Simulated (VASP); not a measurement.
Input of a VASP 6.6.1 run:

Contents of INCAR:

```
SYSTEM = TiSi
ALGO = Normal
EDIFF = 1E-6
ENCUT = 520
GGA = PS
ISIF = 2
ISMEAR = 0
LASPH = .TRUE.
LCHARG = .FALSE.
LREAL = .FALSE.
LWAVE = .FALSE.
NBANDS = 15
NELM = 100
PREC = Accurate
SIGMA = 0.15
```

File KPOINTS:

```
k-points
0
G
  18 18 12
  0 0 0
```

The input POSCAR:

```
TiSi
1.0
    1.7616926600     -2.0540952800      0.0000000000
    1.7616926600      2.0540952800      0.0000000000
    0.0000000000      0.0000000000      3.9180520200
Ti Si
1 1
Direct
    0.5000000000      0.5000000000      0.0000000000
    0.0000000000      0.0000000000      0.5000000000
```

Potentials or basis: VASP PAW PBE potentials, release 64 (Ti_sv, Si).

Command:

```bash
$ cat potpaw_PBE.64/Ti_sv/POTCAR potpaw_PBE.64/Si/POTCAR > POTCAR
$ mpirun -np 1 vasp_std > vasp.out
```

Q: Predict the pressure.

A: -1.0 GPa.

Q: Estimate the band gap on the k mesh.

A: Zero (band 8 reaches 11.12 eV, above the bottom of band 9 at 9.33 eV).

Stress tensor (GPa, compression positive):
```
 1.92  0.00  0.00
 0.00  0.27  0.00
 0.00  0.00 -5.20
```

Caveat: the cell differs from its parent crystal (strain -0.030 along x and y, +0.030 along z); the PAW data sets were made with another functional, which shifts forces and pressure a little.
